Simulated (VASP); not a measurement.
Crystal: SnSe.

```
Sn Se
1.0
     0.00000    3.39084    3.39084
     3.39084    0.00000    3.39084
     3.39084    3.39084    0.00000
Sn Se
1 1
Direct
  0.00000 0.00000 0.00000
  0.75000 0.75000 0.75000
```

Base run:

| Item | Value |
| --- | --- |
| Program | VASP 6.6.1 |
| Functional | PBEsol-based global hybrid with 25 % exact exchange |
| Potentials or basis | VASP PAW PBE potentials, release 64 (Sn_d, Se) |
| Cutoff | 520 eV |
| k mesh | 4 × 4 × 4 |
| Occupations | fermi-dirac, width 0.05 eV |
| Spin | no spin polarisation |

Its results: band gap on the k mesh 0.97 eV (least direct gap 1.71 eV); pressure -1.9 GPa.

Q: The run is repeated on the same cell with these changes: functional from PBEsol-based global hybrid with 25 % exact exchange to HSE06. What comes out?

A: Band gap on the k mesh 0.40 eV (least direct gap 1.09 eV); pressure -0.7 GPa.

Caveats: the PAW data sets were made with another functional, which shifts forces and pressure a little; spin-orbit coupling is left out, which moves the levels of the heavy elements.

A k mesh can miss the band edges.
